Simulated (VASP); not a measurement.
Write the native input for VASP 6.6.1 that does the following.

| Quantity | Value |
| --- | --- |
| Task | single point |
| Functional | LDA |
| Potentials or basis | VASP PAW LDA potentials, release 64 (O) |
| Cutoff | 600 eV |
| k mesh | 5 × 5 × 5 |
| Occupations | fermi-dirac, width 0.1 eV |
| Spin | no spin polarisation |
| Dipole correction | no |
| Further INCAR settings | ALGO = Normal; EDIFF = 1e-06; NBANDS = 16 |

The structure of O lies in POSCAR:

```
O
1.0
    4.3607840000      0.0000000000      0.0000000000
    0.0000000000      4.3607840000      0.0000000000
    0.0000000000      0.0000000000      4.3607840000
O
3
Direct
    0.5000000000      0.5000000000      0.0000000000
    0.5000000000      0.0000000000      0.5000000000
    0.0000000000      0.5000000000      0.5000000000
```

One way to write it, as run:

INCAR

```
SYSTEM = O
PREC     = Accurate       ! precision mode
ENCUT    = 600            ! plane-wave cutoff, eV
EDIFF    = 1E-6           ! SCF threshold, eV
ISMEAR   = -1             ! smearing method
SIGMA    = 0.1            ! smearing width, eV
LREAL    = .False.        ! projectors in reciprocal space
LASPH    = .True.         ! aspherical terms in the spheres
NELM     = 120            ! most SCF steps
ALGO     = Normal         ! electronic algorithm
ISIF     = 2              ! what is computed and relaxed
LWAVE    = .False.        ! write WAVECAR
LCHARG   = .True.         ! write CHGCAR
LELF     = .True.         ! ELF
LVHAR    = .True.       
NBANDS   = 16             ! bands
GGA_COMPAT= .False.
```

KPOINTS

```
Automatic mesh
0
Gamma
  5 5 5
  0 0 0
```

Potentials or basis: VASP PAW LDA potentials, release 64 (O).

Launch:

```bash
$ cat potpaw_LDA.64/O/POTCAR > POTCAR
$ mpirun -np 1 vasp_std > vasp.out
```

It gave:

```
Pressure               : -9.4 GPa
Band gap on the k mesh : zero (band 9 reaches -6.52 eV, above the bottom of band 10 at -6.81 eV)
```

Wall time 8.8 s on 1 thread of Intel(R) Xeon(R) Platinum 8559C (Emerald Rapids), on a shared host, peak memory 0.16 GiB.
